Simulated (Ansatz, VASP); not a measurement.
**AlFe in VASP and in Ansatz**

```
CELL_PARAMETERS angstrom
0.00000 2.91000 2.91000
2.91000 0.00000 0.00000
0.00000 2.91000 -2.91000
ATOMIC_POSITIONS crystal
Al 0.00000 0.00000 0.00000
Al 0.50000 0.00000 0.50000
Fe 0.50000 0.50000 0.00000
Fe 0.00000 0.50000 0.50000
```

Alike in both runs: task single point; functional PBE; k mesh 7 × 10 × 7; occupations fermi-dirac, width 0.1 eV; collinear spin.

|  | VASP | Ansatz |
| --- | --- | --- |
| version | VASP 6.6.1 | Ansatz 0.2.0 |
| potentials or method | VASP PAW PBE potentials, release 64 (Al, Fe) | PAW with Ansatz's default frozen-core files, scalar-relativistic |
| plane-wave cutoff (eV) | 520 | 420 |
| valence electrons in the cell | 22 | 38 |

|  | VASP | Ansatz | Ansatz less VASP |
| --- | --- | --- | --- |
| pressure (GPa) | -5.7 | -5.7 | 0.00 |
| net moment per atom (μB) | 0.36 | 0.36 | +0.002 |
| size of the moment on the site where the two differ most (μB) | 0.03 | 0.03 | +0.006 |

Site moments also hang on the region over which each program counts them. VASP's potentials hold 22 valence electrons a cell and Ansatz's 38, so a difference there can come from the potentials and not from the codes.
